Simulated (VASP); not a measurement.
Here is a VASP 6.6.1 calculation.

File INCAR:

```
PREC = Accurate ; ENCUT = 600
EDIFF = 1E-6 ; ISMEAR = -1
SIGMA = 0.05 ; LREAL = F
LASPH = T ; NELM = 60
ALGO = Normal ; ISIF = 3
LWAVE = F ; LCHARG = F
GGA = RP ; IVDW = 12
IBRION = 2 ; NSW = 60
EDIFFG = -0.01
```

The input KPOINTS:

```
regular mesh
0
Gamma
  13 13 13
```

POSCAR

```
Ga
1.0
   -1.3843987196      1.3843987196      2.3112238365
    1.3843987196     -1.3843987196      2.3112238365
    1.3843987196      1.3843987196     -2.3112238365
Ga
1
Direct
    0.0000000000      0.0000000000      0.0000000000
```

Potentials or basis: VASP PAW PBE potentials, release 64 (Ga_d).

Run with:

```bash
$ cat potpaw_PBE.64/Ga_d/POTCAR > POTCAR
$ mpirun -np 1 vasp_std > vasp.out
```

(1) What does it give for the space group after relaxing (to 0.1 Å)?

(2) What does it give for the relaxed cell?

(3) What does it give for the dispersion energy per atom?

Answers

(1) I4/mmm (No. 139).

(2) a = 2.813 Å, b = 2.813 Å, c = 2.813 Å, α = 124.15°, β = 124.15°, γ = 82.95°.

(3) -2.283 eV.
